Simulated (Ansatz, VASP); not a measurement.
**Two plane-wave programs on MgS**

INCAR

```
PREC = Accurate ; ENCUT = 520
EDIFF = 1E-6 ; ISMEAR = 0
SIGMA = 0.01 ; LREAL = F
LASPH = T ; NELM = 60
ALGO = Normal ; ISIF = 2
LWAVE = F ; LCHARG = F
GGA = PE ; NBANDS = 16
```

Contents of KPOINTS:

```
Automatic mesh
0
Gamma
  6 6 4
```

Contents of POSCAR:

```
MgS
1.0
    4.0939187019      0.0000000000      0.0000000000
   -2.0469593509      3.5454375969      0.0000000000
    0.0000000000      0.0000000000      6.5557756460
Mg S
2 2
Direct
    0.3333333333      0.6666666667     -0.0029409542
    0.6666666667      0.3333333333      0.4970590458
    0.3333333333      0.6666666667      0.3779409542
    0.6666666667      0.3333333333      0.8779409542
```

Input for Ansatz:

```yaml
crystal:
  lattice:
    - [4.0939187019, 0.0, 0.0]
    - [-2.0469593509, 3.5454375969, 0.0]
    - [0.0, 0.0, 6.555775646]
  atoms:
    - { symbol: Mg, position: [0.3333333333, 0.6666666667, -0.0029409542] }
    - { symbol: Mg, position: [0.6666666667, 0.3333333333, 0.4970590458] }
    - { symbol: S, position: [0.3333333333, 0.6666666667, 0.3779409542] }
    - { symbol: S, position: [0.6666666667, 0.3333333333, 0.8779409542] }
kpoints:
  mp_grid: { grid: [6, 6, 4] }
hamiltonian:
  xc: pbe
scf:
  occupations: { method: fixed }
  n_extra_bands: 5
output:
  forces: true
  stress: true
  eigenvalues: true
```

Alike in both runs: task single point; functional PBE; k mesh 6 × 6 × 4; no spin polarisation.

|  | VASP | Ansatz |
| --- | --- | --- |
| version | VASP 6.6.1 | Ansatz 0.2.0 |
| potentials or method | VASP PAW PBE potentials, release 64 (Mg, S) | plane waves, PAW |
| plane-wave cutoff (eV) | 520 | 420 |
| occupations | gaussian, width 0.01 eV | fixed |
| valence electrons in the cell | 16 | 32 |

```csv
,VASP,Ansatz,Ansatz less VASP
gap on the k mesh at the Fermi level (eV),3.23,3.24,+0.009
pressure (GPa),-1.7,-1.5,+0.15
rms of the force components (eV/Å),0.003,0.003,-0.0003
```

Atom by atom the forces differ by 0.000 eV/Å (rms over components). VASP's potentials hold 16 valence electrons a cell and Ansatz's 32, so a difference there can come from the potentials and not from the codes.
